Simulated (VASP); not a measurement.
# Ti (P6/mmm) in VASP: single point with PBEsol

Aim: the single point of Ti with PBEsol.

Program: VASP 6.6.1. These are calculated values, not measurements. Logs are shortened: lines on timing, memory, paths and dates and some standing lists are left out, and cuts for length are marked.

### 1 The cell of the first run

The structure is hexagonal, space group P6/mmm (No. 191). Conventional cell: a = 4.515 Å, b = 4.515 Å, c = 2.799 Å, α = 90.00°, β = 90.00°, γ = 120.00°. Ti (site symmetry 6/mmm) has 14 Ti at 2.80 to 2.96 Å within 3.7 Å. Within 3.4 Å of Ti (site symmetry -6m2) lie 11 Ti at 2.61 to 2.96 Å.

This isn't the form of Ti at room conditions, which is hcp.

### 2 Single point, PBEsol

INCAR reads:

```
PREC = Accurate
ENCUT = 520
EDIFF = 1E-6
ISMEAR = 0
SIGMA = 0.1
LREAL = F
LASPH = T
NELM = 80
ALGO = Fast
ISIF = 2
LWAVE = F
LCHARG = F
GGA = PS
NBANDS = 25
```

KPOINTS reads:

```
regular mesh
0
Gamma
  12 12 14
```

POSCAR reads:

```
Ti
1.0
    4.5152903954      0.0000000000      0.0000000000
   -2.2576451977      3.9103561879      0.0000000000
    0.0000000000      0.0000000000      2.7987939110
Ti
3
Direct
    0.0000000000      0.0000000000      0.0000000000
    0.3333333333      0.6666666667      0.5000000000
    0.6666666667      0.3333333333      0.5000000000
```

Potentials or basis: VASP PAW PBE potentials, release 64 (Ti_sv).

Launch:

```bash
cat potpaw_PBE.64/Ti_sv/POTCAR > POTCAR
mpirun -np 1 vasp_std > vasp.out
```

OUTCAR:

```text
PREC = Accurate
   ENCUT = 520
   EDIFF = 1E-6
   ISMEAR = 0
   LREAL = F
   LASPH = T
   NELM = 80
   ISIF = 2
   GGA = PS

 ion  position               nearest neighbor table
   1  0.000  0.000  0.000-
   2  0.333  0.667  0.500-   3 2.61   3 2.61   3 2.61
   3  0.667  0.333  0.500-   2 2.61   2 2.61   2 2.61

  LATTYP: Found a hexagonal cell.
 ALAT       =     4.5152903954
 C/A-ratio  =     0.6198480421

  Lattice vectors:

 A1 = (   4.5152903954,   0.0000000000,   0.0000000000)
 A2 = (  -2.2576451977,   3.9103561879,   0.0000000000)
 A3 = (   0.0000000000,   0.0000000000,   2.7987939110)

Analysis of symmetry for initial positions (statically):
=====================================================================
 Subroutine PRICEL returns:
 Original cell was already a primitive cell.

 Routine SETGRP: Setting up the symmetry group for a
 hexagonal supercell.

 Subroutine GETGRP returns: Found 24 space group operations
 (whereof 24 operations were pure point group operations)
 out of a pool of 24 trial point group operations.

The static configuration has the point symmetry D_6h.

Analysis of symmetry for dynamics (positions and initial velocities):
=====================================================================
 Subroutine PRICEL returns:
 Original cell was already a primitive cell.

 Routine SETGRP: Setting up the symmetry group for a
 hexagonal supercell.

 Subroutine GETGRP returns: Found 24 space group operations
 (whereof 24 operations were pure point group operations)
 out of a pool of 24 trial point group operations.

The dynamic configuration has the point symmetry D_6h.

 Subroutine INISYM returns: Found 24 space group operations
 (whereof 24 operations are pure point group operations),
 and found     1 'primitive' translations

----------------------------------------------------------------------------------------

                                     Primitive cell

  volume of cell :      49.4166

  direct lattice vectors                    reciprocal lattice vectors
     4.515290395  0.000000000  0.000000000     0.221469698  0.127865590  0.000000000
    -2.257645198  3.910356188  0.000000000     0.000000000  0.255731179  0.000000000
     0.000000000  0.000000000  2.798793911     0.000000000  0.000000000  0.357296761

  length of vectors
     4.515290395  4.515290395  2.798793911     0.255731179  0.255731179  0.357296761

  position of ions in fractional coordinates (direct lattice)
     0.000000000  0.000000000  0.000000000
     0.333333333  0.666666667  0.500000000
     0.666666667  0.333333333  0.500000000

  ion indices of the primitive-cell ions
   primitive index   ion index
                 1           1
                 2           2
                 3           3

----------------------------------------------------------------------------------------

 KPOINTS: regular mesh

Automatic generation of k-mesh.
 Grid dimensions read from file:
 generate k-points for:   12   12   14

 Generating k-lattice:

  Cartesian coordinates                     Fractional coordinates (reciprocal lattice)
     0.018455808  0.010655466  0.000000000     0.083333333  0.000000000  0.000000000
     0.000000000  0.021310932  0.000000000     0.000000000  0.083333333  0.000000000
     0.000000000  0.000000000  0.025521197     0.000000000  0.000000000  0.071428571

  Length of vectors
     0.021310932  0.021310932  0.025521197

  Shift w.r.t. Gamma in fractional coordinates (k-lattice)
     0.000000000  0.000000000  0.000000000

 Subroutine IBZKPT returns following result:
 ===========================================

 Found    152 irreducible k-points:

 Following reciprocal coordinates:
            Coordinates               Weight
  0.000000  0.000000  0.000000      1.000000
  0.083333  0.000000  0.000000      6.000000
  0.166667 -0.000000  0.000000      6.000000
  0.250000 -0.000000  0.000000      6.000000
  0.333333  0.000000  0.000000      6.000000
  0.416667  0.000000  0.000000      6.000000
[... 16 lines left out ...]
  0.250000 -0.000000  0.071429     12.000000
  0.333333  0.000000  0.071429     12.000000
 [... further k-points ...]
   k-points           NKPTS =    152   k-points in BZ     NKDIM =    152   number of bands    NBANDS=     25
   number of dos      NEDOS =    301   number of ions     NIONS =      3
   total plane-waves  NPLWV =  31104
   dimension x,y,z NGX =    36 NGY =   36 NGZ =   24
   dimension x,y,z NGXF=    72 NGYF=   72 NGZF=   48
   ions per type =               3
   NGX,Y,Z   is equivalent  to a cutoff of  13.25, 13.25, 14.26 a.u.
   NGXF,Y,Z  is equivalent  to a cutoff of  26.51, 26.51, 28.51 a.u.
 SYSTEM =  unknown system
   PREC   = accura    normal or accurate (medium, high low for compatibility)
   ISTART =      0    job   : 0-new  1-cont  2-samecut
   ICHARG =      2    charge: 1-file 2-atom 10-const
   ISPIN  =      1    spin polarized calculation?
   LNONCOLLINEAR =      F non collinear calculations
   LSORBIT =      F    spin-orbit coupling
   LASPH  =      T    aspherical Exc in radial PAW
   ENCUT  =  520.0 eV  38.22 Ry    6.18 a.u.   8.40  8.40  5.20*2*pi/ulx,y,z
   NELM   =     80;   NELMIN=  2; NELMDL= -5     # of ELM steps
   EDIFF  = 0.1E-05   stopping-criterion for ELM
   LREAL  =      F    real-space projection
   EDIFFG = 0.1E-04   stopping-criterion for IOM
   NSW    =      0    number of steps for IOM
   IBRION =     -1    ionic relax: 0-MD 1-quasi-New 2-CG
   NFREE  =      0    steps in history (QN), initial steepest desc. (CG)
   ISIF   =      2    stress and relaxation
   ISYM   =      2    0-nonsym 1-usesym 2-fastsym
   POTIM  = 0.5000    time-step for ionic-motion
   TEBEG  =    0.0;   TEEND  =   0.0 temperature during run
   PSTRESS=    0.0 pullay stress
   NELECT =      36.0000    total number of electrons
   NUPDOWN=      -1.0000    fix difference up-down
   EMIN   =  10.00;   EMAX   =-10.00  energy-range for DOS
   EFERMI =   0.00;   METHOD = LEGACY
   ISMEAR =     0;   SIGMA  =   0.10  broadening in eV -4-tet -1-fermi 0-gaus
   EFERMI_NEDOS =   21; number of points for ismear=-14 and -15
   IALGO  =     68    algorithm
   IMIX   =      4    mixing-type and parameters
     AMIX     =   0.40;   BMIX     =  1.00
     AMIX_MAG =   1.60;   BMIX_MAG =  1.00
  volume/ion in A,a.u.               =      16.47       111.16
  Fermi-wavevector in a.u.,A,eV,Ry     =   1.473052  2.783664 29.523032  2.169882
  Thomas-Fermi vector in A             =   2.587992
   LORBIT       =      0    0 simple, 1 ext, 2 COOP (PROOUT), +10 PAW based schemes
   GGA     = PS    functional components
   LHFCALC =     F    Hartree Fock is set to
   AEXX    =    0.0000 exact exchange contribution
   IVDW    =     0    specifies the selected vdW correction
   LEPSILON=     F    determine dielectric tensor
   LRPA    =     F    only Hartree local field effects (RPA)
 non-spin polarized calculation
 RMM-DIIS sequential band-by-band and
 Gauss-broadening in eV      SIGMA  =   0.10
  energy-cutoff  :      520.00
  volume of cell :       49.42
 maximum number of plane-waves:      1366
 NGX is ok and might be reduce to    36
   NGX = 17   NGY = 17   NGZ = 11

 number of electron      36.0000008 magnetization

 Free energy of the ion-electron system (eV)
  ---------------------------------------------------
  ext. energy  EPLUGINS =         0.00000000
  ---------------------------------------------------
  free energy    TOTEN  =       -25.06501881 eV

  energy without entropy =      -25.05140693  energy(sigma->0) =      -25.05821287

 E-fermi :   8.6605     XC(G=0): -11.8909

 val. band max:        8.6531036922   @ k =   0.4167   0.0000   0.1429
 cond. band min:       8.6779029350   @ k =   0.3333   0.0833   0.0000
 fundamental gap:      0.0247992427
 Fermi energy:         8.6605043138

 k-point     1 :       0.0000    0.0000    0.0000
  band No.  band energies     occupation
      1     -47.9242      2.00000
      2     -47.6594      2.00000
      3     -47.4701      2.00000
      4     -24.3539      2.00000
      5     -24.3539      2.00000
      6     -24.2648      2.00000
[... 17 lines left out ...]
     24      10.6219      0.00000
     25      10.6328      0.00000

 k-point     2 :       0.0833    0.0000    0.0000
  band No.  band energies     occupation
      1     -47.9228      2.00000
      2     -47.6577      2.00000
      3     -47.4733      2.00000
      4     -24.3870      2.00000
      5     -24.3809      2.00000
      6     -24.2311      2.00000
[... 17 lines left out ...]
     24      10.3622      0.00000
     25      10.8532      0.00000

 k-point     3 :       0.1667   -0.0000    0.0000
  band No.  band energies     occupation
      1     -47.9191      2.00000
      2     -47.6524      2.00000
      3     -47.4827      2.00000
      4     -24.4395      2.00000
      5     -24.4084      2.00000
      6     -24.1767      2.00000
[... 17 lines left out ...]
     24      10.2480      0.00000
     25      11.1239      0.00000

 k-point     4 :       0.2500   -0.0000    0.0000
  band No.  band energies     occupation
      1     -47.9142      2.00000
      2     -47.6433      2.00000
      3     -47.4972      2.00000
      4     -24.4874      2.00000
      5     -24.4109      2.00000
      6     -24.1263      2.00000
[... 17 lines left out ...]
     24      10.5168      0.00000
     25      11.4757      0.00000

 k-point     5 :       0.3333    0.0000    0.0000
  band No.  band energies     occupation
      1     -47.9095      2.00000
      2     -47.6309      2.00000
      3     -47.5148      2.00000
      4     -24.5247      2.00000
      5     -24.3868      2.00000
      6     -24.0864      2.00000
[... 17 lines left out ...]
     24      10.8473      0.00000
     25      11.4381      0.00000

 k-point     6 :       0.4167    0.0000    0.0000
  band No.  band energies     occupation
      1     -47.9062      2.00000
      2     -47.6179      2.00000
      3     -47.5316      2.00000
      4     -24.5481      2.00000
      5     -24.3460      2.00000
      6     -24.0983      2.00000
[... 17 lines left out ...]
     24      11.0524      0.00000
     25      11.2084      0.00000
[... 393 lines left out ...]
 k-point    21 :       0.0833    0.0000    0.0714
  band No.  band energies     occupation
      1     -47.9189      2.00000
      2     -47.6553      2.00000
      3     -47.4703      2.00000
      4     -24.3807      2.00000
      5     -24.3749      2.00000
      6     -24.2284      2.00000
[... 17 lines left out ...]
     24      10.3721      0.00000
     25      10.9305      0.00000

 k-point    22 :       0.1667   -0.0000    0.0714
  band No.  band energies     occupation
      1     -47.9153      2.00000
      2     -47.6499      2.00000
      3     -47.4797      2.00000
      4     -24.4322      2.00000
      5     -24.4024      2.00000
      6     -24.1755      2.00000
[... 17 lines left out ...]
     24      10.2870      0.00000
     25      11.2052      0.00000

 k-point    23 :       0.2500   -0.0000    0.0714
  band No.  band energies     occupation
      1     -47.9107      2.00000
      2     -47.6405      2.00000
      3     -47.4942      2.00000
      4     -24.4793      2.00000
      5     -24.4056      2.00000
      6     -24.1267      2.00000
[... 17 lines left out ...]
     24      10.4979      0.00000
     25      11.5146      0.00000

 k-point    24 :       0.3333    0.0000    0.0714
  band No.  band energies     occupation
      1     -47.9061      2.00000
      2     -47.6280      2.00000
      3     -47.5118      2.00000
      4     -24.5159      2.00000
      5     -24.3829      2.00000
      6     -24.0882      2.00000
[... 17 lines left out ...]
     24      10.8241      0.00000
     25      11.4127      0.00000

 [... further k-points ...]
[... 5 lines left out ...]
  --------------------------------------------------------------------------------------
  -------------------------------------------------------------------------------------
  Total       -0.0994666     -0.0994666     -0.0758017      0.0000000      0.0000000     -0.0000000
  in kB       -3.2248886     -3.2248886     -2.4576310      0.0000000      0.0000000     -0.0000000
  external PRESSURE =      -2.9691361 kB  Pullay stress =       0.0000000 kB

 VOLUME and BASIS-vectors are now :
 -----------------------------------------------------------------------------
  energy-cutoff  :      520.00
  volume of cell :       49.42
      direct lattice vectors                 reciprocal lattice vectors
     4.515290395  0.000000000  0.000000000     0.221469698  0.127865590  0.000000000
    -2.257645198  3.910356188  0.000000000     0.000000000  0.255731179  0.000000000
     0.000000000  0.000000000  2.798793911     0.000000000  0.000000000  0.357296761

 POSITION                                       TOTAL-FORCE (eV/Angst)
 -----------------------------------------------------------------------------------
      0.00000      0.00000      0.00000        -0.000000      0.000000     -0.000000
     -0.00000      2.60690      1.39940        -0.000000     -0.000000      0.000000
      2.25765      1.30345      1.39940         0.000000     -0.000000     -0.000000
 -----------------------------------------------------------------------------------
    total drift:                                0.000000      0.000000     -0.000000

  FREE ENERGIE OF THE ION-ELECTRON SYSTEM (eV)
  ---------------------------------------------------
  free  energy   TOTEN  =       -25.0650188062 eV

  energy  without entropy=      -25.0514069272  energy(sigma->0) =      -25.05821287
```

It took 14 min on 1 thread of Intel Xeon 8259CL, shared host; peak memory 0.28 GiB.

What came out:

```
Free energy            : -25.0650 eV
Pressure               : -0.3 GPa
Band gap on the k mesh : zero (bands 18 and 19 overlap by 0.34 eV)
```

Levels at points of the mesh, in eV from the Fermi level:
```tsv
k point	band 16	band 17	band 18	band 19	band 20	band 21
(0.00, 0.00, 0.00)	-0.71	-0.61	-0.61	-0.02	0.71	1.34
(0.50, 0.00, 0.00)	-0.45	-0.43	-0.37	0.05	0.56	1.05
(0.00, 0.00, 0.50)	-1.73	-1.70	-1.70	1.09	1.09	1.31
(0.50, 0.00, 0.50)	-1.23	-0.68	-0.67	0.35	0.83	1.03
```

Caveat: the PAW data sets were made with another functional, which shifts forces and pressure a little.
